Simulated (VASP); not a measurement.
Wanted: the native input for a VASP 6.6.1 run.

```
Task                   : single point
Functional             : r2SCAN
Dispersion             : D3(BJ)
Potentials or basis    : VASP PAW PBE potentials, release 64 (C, O, H, N)
Cutoff                 : 520 eV
k mesh                 : 1 × 1 × 1
Occupations            : fermi-dirac, width 0.02 eV
Spin                   : no spin polarisation
Dipole correction      : no
Further INCAR settings : LREAL = Auto; ALGO = Normal; EDIFF = 1e-06; NBANDS = 68
```

The system is H21C10N3O2.

```xyz
36
Lattice="7.1400 0.0000 0.0000 0.0000 7.1400 0.0000 0.0000 0.0000 7.1400" Properties=species:S:1:pos:R:3 pbc="T T T"
C     5.9184    2.6402    6.5502
C     6.2008    1.4867    5.5583
C     1.3315    0.6117    1.7248
C     2.2445    1.3959    0.7984
C     3.5482    3.7196    3.9255
C     3.0090    5.1324    3.9634
C    -0.1895    3.9386    2.4319
C    -0.5044    5.0195    3.3192
C     2.9179    4.8905    7.5102
C     4.0990    5.5403    7.8179
O     7.4548    1.2124    5.1368
O     3.5095    1.7798    1.4480
H     7.5855    0.4383    4.6673
H     5.7247    0.5591    5.9287
H     5.5058    1.5850    4.7176
H     4.8799    2.7820    6.5928
H     6.2913    2.3352    7.5338
H     6.3887    3.5770    6.2837
H     3.6877    1.0172    1.9771
H     2.4148    0.7224   -0.0374
H     1.7138    2.2859    0.3991
H     0.1695    0.6502    1.5163
H     1.7871   -0.4207    1.6447
H     1.3954    0.8028    2.8860
H     4.1210    3.4587    3.0591
H     4.1444    3.6532    4.8023
H     2.5846    3.2690    4.0155
H    -0.3846    4.4644    1.4577
H     0.9203    3.8128    2.5855
H    -0.5424    2.9183    2.7268
H     3.1682    4.0618    6.9585
H     2.2952    4.7372    8.3801
H     2.3441    5.5596    6.9507
N     2.5549    6.1605    4.2327
N    -0.4866    5.9142    4.0569
N     5.0786    6.0668    7.9382
```

These files were run (other wordings do the same):

POSCAR

```
H21C10N3O2
1.0
    7.1400370000      0.0000000000      0.0000000000
    0.0000000000      7.1400370000      0.0000000000
    0.0000000000      0.0000000000      7.1400370000
C O H N
10 2 21 3
Direct
    0.8289032676      0.3697739942      0.9173902040
    0.8684548834      0.2082202095      0.7784693553
    0.1864836275      0.0856718249      0.2415673756
    0.3143541133      0.1955031886      0.1118201488
    0.4969442035      0.5209496814      0.5497870669
    0.4214263876      0.7188198044      0.5550951627
   -0.0265404787      0.5516217913      0.3406004759
   -0.0706438916      0.7030075614      0.4648715406
    0.4086673500      0.6849404282      1.0518432888
    0.5740866609      0.7759483599      1.0949383035
    1.0440842253      0.1698030416      0.7194360477
    0.4915240635      0.2492704169      0.2028000695
    1.0623894526      0.0613862365      0.6536800860
    0.8017745566      0.0783049163      0.8303458371
    0.7711164522      0.2219876452      0.6607248674
    0.6834558420      0.3896338352      0.9233565596
    0.8811298877      0.3270571287      1.0551485938
    0.8947712736      0.5009777961      0.8800654674
    0.5164819174      0.1424642477      0.2769033270
    0.3382055303      0.1011759463     -0.0052380681
    0.2400267674      0.3201524026      0.0558960689
    0.0237393728      0.0910639539      0.2123658463
    0.2502928206     -0.0589212633      0.2303489464
    0.1954331609      0.1124363921      0.4041995861
    0.5771678774      0.4844092545      0.4284431579
    0.5804451714      0.5116500097      0.6725875510
    0.3619869197      0.4578407647      0.5623920436
   -0.0538652671      0.6252628663      0.2041586059
    0.1288928895      0.5340028350      0.3621129694
   -0.0759659929      0.4087233722      0.3819027829
    0.4437231908      0.5688766039      0.9745747816
    0.3214549168      0.6634699512      1.1736773913
    0.3283036208      0.7786514272      0.9734823503
    0.3578272774      0.8628106549      0.5928120541
   -0.0681509073      0.8283150353      0.5681903329
    0.7112848295      0.8496874736      1.1117869557
```

INCAR.step1

```
SYSTEM = H21C10N3O2
  PREC = Accurate
  ENCUT = 520
  ISMEAR = -1
  SIGMA = 0.02
  LREAL = Auto
  LASPH = .True.
  NELM = 100
  NBANDS = 68
  GGA = PE
  ALGO = Normal
  EDIFF = 1E-4
  LWAVE = .True.
  LCHARG = .False.
```

INCAR.step2

```
SYSTEM = H21C10N3O2
  PREC = Accurate
  ENCUT = 520
  EDIFF = 1E-6
  ISMEAR = -1
  SIGMA = 0.02
  LREAL = Auto
  LASPH = .True.
  NELM = 100
  ALGO = Normal
  ISIF = 2
  LWAVE = .False.
  LCHARG = .False.
  METAGGA = R2SCAN
  LMIXTAU = .True.
  IVDW = 12
  VDW_S6 = 1.0
  VDW_S8 = 0.78981345
  VDW_A1 = 0.49484001
  VDW_A2 = 5.73083694
  NBANDS = 68
  ISTART = 1
```

KPOINTS

```
Automatic mesh
0
Gamma
  1 1 1
  0 0 0
```

Potentials or basis: VASP PAW PBE potentials, release 64 (C, O, H, N).

The run is started by

```sh
$ cat potpaw_PBE.64/C/POTCAR potpaw_PBE.64/O/POTCAR potpaw_PBE.64/H/POTCAR potpaw_PBE.64/N/POTCAR > POTCAR
$ cp INCAR.step1 INCAR
$ mpirun -np 1 vasp_gam > vasp.out
$ cp INCAR.step2 INCAR
$ mpirun -np 1 vasp_gam > vasp.out
```

It gave:

```json
{
 "Pressure": "2.2 GPa",
 "Largest force": "5.610 eV/Å",
 "Band gap on the k mesh": "4.54 eV",
 "Dispersion energy per atom": "-0.025 eV"
}
```

Caveat: the k points lie up to 0.88 Å⁻¹ apart; the PAW data sets were made with another functional, which shifts forces and pressure a little.

It took 3.6 min on 1 thread of Intel(R) Xeon(R) Platinum 8259CL CPU @ 2.50GHz (Skylake/Cascade Lake) (shared host), peak memory 0.45 GiB.
